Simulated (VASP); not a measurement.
# I (P6_3/mmc) in VASP: further runs

I is run at these levels: LDA; tasks: relaxation of cell and atoms.

All numbers are computed with VASP 6.6.1; they aren't measurements. Logs are shortened: lines on timing, memory, paths and dates and some standing lists are left out, and cuts for length are marked.

## 1. The cell of the first run

It takes space group P6_3/mmc (No. 194, hexagonal). The conventional cell has a = 2.621 Å, b = 2.621 Å, c = 4.246 Å, α = 90.00°, β = 90.00°, γ = 120.00°. Within 3.4 Å of I (site symmetry -6m2) lie 12 I at 2.61 to 2.62 Å.

## 2. Relaxation of cell and atoms, LDA, target pressure 290 GPa, at which the enthalpy is minimised

The input, INCAR:

```
  PREC = Accurate
  ENCUT = 600
  EDIFF = 1E-6
  ISMEAR = -1
  SIGMA = 0.05
  LREAL = False
  LASPH = True
  NELM = 100
  ALGO = Normal
  ISIF = 3
  LWAVE = False
  LCHARG = False
  GGA = CA
  IBRION = 2
  NSW = 60
  EDIFFG = -0.005
  PSTRESS = 2900.0
```

The input, KPOINTS:

```
Automatic mesh
0
Gamma
  16 16 9
```

The input, POSCAR:

```
I
1.0
    2.6206984247      0.0000000000      0.0000000000
   -1.3103492123      2.2695914114      0.0000000000
    0.0000000000      0.0000000000      4.2455314480
I
2
Direct
    0.3333333333      0.6666666667      0.2500000000
    0.6666666667      0.3333333333      0.7500000000
```

Potentials or basis: VASP PAW LDA potentials, release 64 (I).

Started as:

```
$ cat potpaw_LDA.64/I/POTCAR > POTCAR
$ mpirun -np 1 vasp_std > vasp.out
```

OUTCAR:

```text
PREC = Accurate
   ENCUT = 600
   EDIFF = 1E-6
   ISMEAR = -1
   LREAL = False
   LASPH = True
   NELM = 100
   ISIF = 3
   GGA = CA
   IBRION = 2
   NSW = 60
   EDIFFG = -0.005
   PSTRESS = 2900.0

 ion  position               nearest neighbor table
   1  0.333  0.667  0.250-   2 2.61   2 2.61   2 2.61   2 2.61   2 2.61   2 2.61
   2  0.667  0.333  0.750-   1 2.61   1 2.61   1 2.61   1 2.61   1 2.61   1 2.61

  LATTYP: Found a hexagonal cell.
 ALAT       =     2.6206984247
 C/A-ratio  =     1.6200000000

  Lattice vectors:

 A1 = (   2.6206984247,   0.0000000000,   0.0000000000)
 A2 = (  -1.3103492123,   2.2695914114,   0.0000000000)
 A3 = (   0.0000000000,   0.0000000000,   4.2455314480)

Analysis of symmetry for initial positions (statically):
=====================================================================
 Subroutine PRICEL returns:
 Original cell was already a primitive cell.

 Routine SETGRP: Setting up the symmetry group for a
 hexagonal supercell.

 Subroutine GETGRP returns: Found 24 space group operations
 (whereof 12 operations were pure point group operations)
 out of a pool of 24 trial point group operations.

The static configuration has the point symmetry D_3d.
 The point group associated with its full space group is D_6h.

Analysis of symmetry for dynamics (positions and initial velocities):
=====================================================================
 Subroutine PRICEL returns:
 Original cell was already a primitive cell.

 Routine SETGRP: Setting up the symmetry group for a
 hexagonal supercell.

 Subroutine GETGRP returns: Found 24 space group operations
 (whereof 12 operations were pure point group operations)
 out of a pool of 24 trial point group operations.

The dynamic configuration has the point symmetry D_3d.
 The point group associated with its full space group is D_6h.

 Subroutine INISYM returns: Found 24 space group operations
 (whereof 12 operations are pure point group operations),
 and found     1 'primitive' translations

----------------------------------------------------------------------------------------

                                     Primitive cell

  volume of cell :      25.2521

  direct lattice vectors                    reciprocal lattice vectors
     2.620698425  0.000000000  0.000000000     0.381577671  0.220303971  0.000000000
    -1.310349212  2.269591411  0.000000000     0.000000000  0.440607942  0.000000000
     0.000000000  0.000000000  4.245531448     0.000000000  0.000000000  0.235541772

  length of vectors
     2.620698425  2.620698425  4.245531448     0.440607942  0.440607942  0.235541772

  position of ions in fractional coordinates (direct lattice)
     0.333333333  0.666666667  0.250000000
     0.666666667  0.333333333  0.750000000

  ion indices of the primitive-cell ions
   primitive index   ion index
                 1           1
                 2           2

----------------------------------------------------------------------------------------

 KPOINTS: Automatic mesh

Automatic generation of k-mesh.
 Grid dimensions read from file:
 generate k-points for:   16   16    9

 Generating k-lattice:

  Cartesian coordinates                     Fractional coordinates (reciprocal lattice)
     0.023848604  0.013768998  0.000000000     0.062500000 -0.000000000  0.000000000
     0.000000000  0.027537996  0.000000000     0.000000000  0.062500000  0.000000000
     0.000000000  0.000000000  0.026171308     0.000000000  0.000000000  0.111111111

  Length of vectors
     0.027537996  0.027537996  0.026171308

  Shift w.r.t. Gamma in fractional coordinates (k-lattice)
     0.000000000  0.000000000  0.000000000

 Subroutine IBZKPT returns following result:
 ===========================================

 Found    150 irreducible k-points:

 Following reciprocal coordinates:
            Coordinates               Weight
  0.000000  0.000000  0.000000      1.000000
  0.062500  0.000000  0.000000      6.000000
  0.125000  0.000000  0.000000      6.000000
  0.187500  0.000000  0.000000      6.000000
  0.250000  0.000000  0.000000      6.000000
  0.312500  0.000000  0.000000      6.000000
[... 16 lines left out ...]
  0.187500  0.187500  0.000000      6.000000
  0.250000  0.187500  0.000000     12.000000
 [... further k-points ...]
   k-points           NKPTS =    150   k-points in BZ     NKDIM =    150   number of bands    NBANDS=     11
   number of dos      NEDOS =    301   number of ions     NIONS =      2
   total plane-waves  NPLWV =  20736
   dimension x,y,z NGX =    24 NGY =   24 NGZ =   36
   dimension x,y,z NGXF=    48 NGYF=   48 NGZF=   72
   ions per type =               2
   NGX,Y,Z   is equivalent  to a cutoff of  15.22, 15.22, 14.10 a.u.
   NGXF,Y,Z  is equivalent  to a cutoff of  30.45, 30.45, 28.19 a.u.
 SYSTEM =  unknown system
   PREC   = accura    normal or accurate (medium, high low for compatibility)
   ISTART =      0    job   : 0-new  1-cont  2-samecut
   ICHARG =      2    charge: 1-file 2-atom 10-const
   ISPIN  =      1    spin polarized calculation?
   LNONCOLLINEAR =      F non collinear calculations
   LSORBIT =      F    spin-orbit coupling
   LASPH  =      T    aspherical Exc in radial PAW
   ENCUT  =  600.0 eV  44.10 Ry    6.64 a.u.   5.23  5.23  8.48*2*pi/ulx,y,z
   NELM   =    100;   NELMIN=  2; NELMDL= -5     # of ELM steps
   EDIFF  = 0.1E-05   stopping-criterion for ELM
   LREAL  =      F    real-space projection
   EDIFFG = -.5E-02   stopping-criterion for IOM
   NSW    =     60    number of steps for IOM
   IBRION =      2    ionic relax: 0-MD 1-quasi-New 2-CG
   NFREE  =      1    steps in history (QN), initial steepest desc. (CG)
   ISIF   =      3    stress and relaxation
   ISYM   =      2    0-nonsym 1-usesym 2-fastsym
   POTIM  = 0.5000    time-step for ionic-motion
   TEBEG  =    0.0;   TEEND  =   0.0 temperature during run
   PSTRESS= 2900.0 pullay stress
   NELECT =      14.0000    total number of electrons
   NUPDOWN=      -1.0000    fix difference up-down
   EMIN   =  10.00;   EMAX   =-10.00  energy-range for DOS
   EFERMI =   0.00;   METHOD = LEGACY
   ISMEAR =    -1;   SIGMA  =   0.05  broadening in eV -4-tet -1-fermi 0-gaus
   EFERMI_NEDOS =   21; number of points for ismear=-14 and -15
   IALGO  =     38    algorithm
   IMIX   =      4    mixing-type and parameters
     AMIX     =   0.40;   BMIX     =  1.00
     AMIX_MAG =   1.60;   BMIX_MAG =  1.00
  volume/ion in A,a.u.               =      12.63        85.20
  Fermi-wavevector in a.u.,A,eV,Ry     =   1.344885  2.541465 24.609082  1.808716
  Thomas-Fermi vector in A             =   2.472843
   LORBIT       =      0    0 simple, 1 ext, 2 COOP (PROOUT), +10 PAW based schemes
   GGA     = CA    functional components
   LHFCALC =     F    Hartree Fock is set to
   AEXX    =    0.0000 exact exchange contribution
   IVDW    =     0    specifies the selected vdW correction
   LEPSILON=     F    determine dielectric tensor
   LRPA    =     F    only Hartree local field effects (RPA)
 conjugate gradient relaxation of ions
 non-spin polarized calculation
  energy-cutoff  :      600.00
  volume of cell :       25.25
 maximum number of plane-waves:       856
 NGX is ok and might be reduce to    24
   NGX = 11   NGY = 11   NGZ = 17

--------------------------------------- Ionic step        1  -------------------------------------------

 number of electron      13.9999998 magnetization

 Free energy of the ion-electron system (eV)
  ---------------------------------------------------
  ext. energy  EPLUGINS =         0.00000000
  ---------------------------------------------------
  free energy    TOTEN  =        11.56025435 eV

  energy without entropy =       11.56773960  energy(sigma->0) =       11.56399698

------------------------ aborting loop because EDIFF is reached ----------------------------------------

  FORCE on cell =-STRESS in cart. coord.  units (eV):
  Direction    XX          YY          ZZ          XY          YZ          ZX
  --------------------------------------------------------------------------------------
  -------------------------------------------------------------------------------------
  Total       44.9062234     44.9062234     50.5930538      0.0000000      0.0000000      0.0000000
  in kB     2849.1828806   2849.1828804   3209.9974521      0.0000001      0.0000000      0.0000000
  external PRESSURE =      69.4544044 kB  Pullay stress =    2900.0000000 kB
[... 93 lines left out ...]
  FREE ENERGIE OF THE ION-ELECTRON SYSTEM (eV)
  ---------------------------------------------------
  free  energy   TOTEN  =        10.5138310772 eV

  energy  without entropy=       10.5202431667  energy(sigma->0) =       10.51703712

  enthalpy is  TOTEN    =        57.1912022215 eV   P V=       46.6773711442

[... ionic steps 4 to 14 ...]

--------------------------------------- Ionic step       15  -------------------------------------------

 number of electron      14.0000000 magnetization

------------------------ aborting loop because EDIFF is reached ----------------------------------------

  FORCE on cell =-STRESS in cart. coord.  units (eV):
  Direction    XX          YY          ZZ          XY          YZ          ZX
  --------------------------------------------------------------------------------------
  -------------------------------------------------------------------------------------
  Total       45.9631075     45.9631075     45.9720886      0.0000000      0.0000000      0.0000000
  in kB     2900.1548947   2900.1548943   2900.7215825      0.0000002      0.0000000      0.0000000
  external PRESSURE =       0.3437905 kB  Pullay stress =    2900.0000000 kB
[... 61 lines left out ...]
  enthalpy is  TOTEN    =        57.1707972017 eV   P V=       45.9668349507

--------------------------------------- Ionic step       17  -------------------------------------------

 number of electron      13.9999999 magnetization

 Free energy of the ion-electron system (eV)
  ---------------------------------------------------
  ext. energy  EPLUGINS =         0.00000000
  ---------------------------------------------------
  free energy    TOTEN  =        11.20809733 eV

  energy without entropy =       11.21443867  energy(sigma->0) =       11.21126800

 E-fermi :  24.8546     XC(G=0): -14.2017

 val. band max:       24.8300556984   @ k =   0.4375   0.0000   0.3333
 cond. band min:      24.8784089333   @ k =   0.1250   0.1250   0.3333
 fundamental gap:      0.0483532349
 Fermi energy:        24.8546353130

 k-point     1 :       0.0000    0.0000    0.0000
  band No.  band energies     occupation
      1      -1.1051      2.00000
      2       6.3376      2.00000
      3       8.8823      2.00000
      4      27.8369      0.00000
      5      27.8369      0.00000
      6      29.5973      0.00000
      7      30.8124      0.00000
      8      30.8124      0.00000
      9      31.2217      0.00000
     10      32.2040      0.00000
     11      34.6425      0.00000
[... 309 lines left out ...]
 k-point    24 :       0.2500    0.1875    0.0000
  band No.  band energies     occupation
      1       3.5980      2.00000
      2      10.6678      2.00000
      3      13.5505      2.00000
      4      13.8735      2.00000
      5      16.1616      2.00000
      6      20.9723      2.00000
      7      22.8574      2.00000
      8      22.8982      2.00000
      9      26.5457      0.00000
     10      33.2437      0.00000
     11      35.1909      0.00000

 [... further k-points ...]
[... 5 lines left out ...]
  --------------------------------------------------------------------------------------
  -------------------------------------------------------------------------------------
  Total       45.9615556     45.9615556     45.9542580      0.0000000     -0.0000000      0.0000000
  in kB     2899.9279045   2899.9279040   2899.4674645      0.0000003     -0.0000000      0.0000000
  external PRESSURE =      -0.2255757 kB  Pullay stress =    2900.0000000 kB
[... 17 lines left out ...]
  FREE ENERGIE OF THE ION-ELECTRON SYSTEM (eV)
  ---------------------------------------------------
  free  energy   TOTEN  =        11.2080973256 eV

  energy  without entropy=       11.2144386666  energy(sigma->0) =       11.21126800

  enthalpy is  TOTEN    =        57.1707956225 eV   P V=       45.9626982969

 reached required accuracy - stopping structural energy minimisation
```

Wall time 100 s (1 thread of Intel Xeon 6975P-C (Granite Rapids), shared host); peak memory 0.18 GiB.

What came out:

```
Free energy                                            : 11.2081 eV
Relaxed volume                                         : 12.70 Å³/atom
Relaxed cell                                           : a = 2.588 Å, b = 2.588 Å, c = 4.377 Å, α = 90.00°, β = 90.00°, γ = 120.00°
Space group after relaxing (to 0.05 Å)                 : P6_3/mmc (No. 194)
Energy change on relaxing (the enthalpy is what falls) : -176.1 meV/atom
Ionic steps                                            : 17
Pressure after relaxing                                : 290.0 GPa
Band gap on the k mesh                                 : zero (band 7 reaches 30.81 eV, above the bottom of band 8 at 19.02 eV)
```

The path:
| step | energy change (eV) | largest force (eV/Å) | pressure (GPa) | volume (Å³) |
| --- | --- | --- | --- | --- |
| 1 | 0.0000 | 0.0000 | 296.95 | 25.25 |
| 2 | -2.8533 | 0.0000 | 236.45 | 27.15 |
| 3 | -1.0464 | 0.0000 | 275.46 | 25.79 |
| 4 | -0.9315 | 0.0000 | 277.91 | 25.72 |
| 5 | 3.9423 | 0.0000 | 381.17 | 23.54 |
| 6 | -0.4382 | 0.0000 | 288.15 | 25.44 |
| 7 | -0.4484 | 0.0000 | 287.92 | 25.45 |
| 8 | 0.0863 | 0.0000 | 299.40 | 25.16 |
| 9 | -0.3661 | 0.0000 | 289.71 | 25.40 |
| 10 | -0.3598 | 0.0000 | 289.80 | 25.40 |
| 11 | -0.3578 | 0.0000 | 289.86 | 25.40 |
| 12 | -0.3242 | 0.0000 | 290.57 | 25.38 |
| 13 | -0.3499 | 0.0000 | 290.05 | 25.39 |
| 14 | -0.3503 | 0.0000 | 290.04 | 25.39 |
| 15 | -0.3501 | 0.0000 | 290.03 | 25.39 |
| 16 | -0.3563 | 0.0000 | 289.93 | 25.40 |
| 17 | -0.3522 | 0.0000 | 289.98 | 25.39 |

Final structure:
```cif
data_structure
_symmetry_space_group_name_H-M 'P 1'
_symmetry_Int_Tables_number 1
_cell_length_a 2.5884
_cell_length_b 2.5884
_cell_length_c 4.3765
_cell_angle_alpha 90.000
_cell_angle_beta 90.000
_cell_angle_gamma 120.000
_cell_volume 25.39
loop_
_atom_site_label
_atom_site_type_symbol
_atom_site_fract_x
_atom_site_fract_y
_atom_site_fract_z
_atom_site_occupancy
I1 I 0.33333 0.66667 0.25000 1
I2 I 0.66667 0.33333 0.75000 1
```

Caveat: the cell is relaxed towards a set pressure, so the enthalpy falls and the energy may rise; spin-orbit coupling is left out, which moves the levels of the heavy elements.

## 3. Relaxation of cell and atoms, LDA, target pressure 290 GPa, at which the enthalpy is minimised

This run uses another cell than the first one, of 12.69 Å³/atom, 1.005 times its volume.

The input, INCAR:

```
SYSTEM = I
  PREC = Accurate
  ENCUT = 600
  EDIFF = 1E-6
  ISMEAR = -1
  SIGMA = 0.05
  LREAL = .FALSE.
  LASPH = .TRUE.
  NELM = 80
  ALGO = Normal
  ISIF = 3
  LWAVE = .FALSE.
  LCHARG = .FALSE.
  GGA = CA
  IBRION = 2
  NSW = 32
  EDIFFG = -0.005
  PSTRESS = 2900.0
```

The input, KPOINTS:

```
Automatic mesh
0
G
  16 16 9
  0 0 0
```

The input, POSCAR:

```
I
1.0
    2.5881643256      0.0000000000      0.0000000000
   -1.2940821628      2.2414160551      0.0000000000
    0.0000000000      0.0000000000      4.3748160164
I
2
Direct
    0.3333333333      0.6666666667      0.2500000000
    0.6666666667      0.3333333333      0.7500000000
```

Potentials or basis: VASP PAW LDA potentials, release 64 (I).

Started as:

```
$ cat potpaw_LDA.64/I/POTCAR > POTCAR
$ mpirun -np 1 vasp_std > vasp.out
```

It took 41 s on 1 thread of Intel Xeon 6975P-C (Granite Rapids), shared host; peak memory 0.17 GiB.

It converged, with:

| Item | Value |
| --- | --- |
| Free energy | 11.2079 eV |
| Relaxed volume | 12.70 Å³/atom |
| Relaxed cell | a = 2.588 Å, b = 2.588 Å, c = 4.377 Å, α = 90.00°, β = 90.00°, γ = 120.00° |
| Space group after relaxing (to 0.05 Å) | P6_3/mmc (No. 194) |
| Energy change on relaxing (the enthalpy is what falls) | -13.0 meV/atom |
| Ionic steps | 7 |
| Pressure after relaxing | 290.0 GPa |
| Band gap on the k mesh | zero (band 7 reaches 30.81 eV, above the bottom of band 8 at 19.02 eV) |

Step by step:
| step | energy change (eV) | largest force (eV/Å) | pressure (GPa) | volume (Å³) |
| --- | --- | --- | --- | --- |
| 1 | 0.0000 | 0.0000 | 290.54 | 25.38 |
| 2 | -0.2849 | 0.0000 | 284.65 | 25.54 |
| 3 | -0.0263 | 0.0000 | 289.98 | 25.39 |
| 4 | -0.0270 | 0.0000 | 289.97 | 25.39 |
| 5 | -0.0276 | 0.0000 | 289.96 | 25.39 |
| 6 | -0.0209 | 0.0000 | 290.09 | 25.39 |
| 7 | -0.0260 | 0.0000 | 289.99 | 25.39 |

Final structure:
```yaml
crystal:
  lattice:
    - [2.58839, 0.00000, 0.00000]
    - [-1.29419, 2.24161, 0.00000]
    - [0.00000, 0.00000, 4.37652]
  atoms:
    - { symbol: I, position: [0.33333, 0.66667, 0.25000] }
    - { symbol: I, position: [0.66667, 0.33333, 0.75000] }
```

Levels at points of the mesh, in eV from the Fermi level:
| k point | band 4 | band 5 | band 6 | band 7 | band 8 | band 9 | band 10 | band 11 |
| --- | --- | --- | --- | --- | --- | --- | --- | --- |
| (0.00, 0.00, 0.00) | 2.98 | 2.98 | 4.74 | 5.96 | 5.96 | 6.37 | 7.35 | 9.79 |
| (0.50, 0.00, 0.00) | -10.56 | -9.33 | -6.00 | -4.01 | 1.69 | 2.23 | 5.71 | 8.71 |

Caveat: the cell is relaxed towards a set pressure, so the enthalpy falls and the energy may rise; spin-orbit coupling is left out, which moves the levels of the heavy elements.
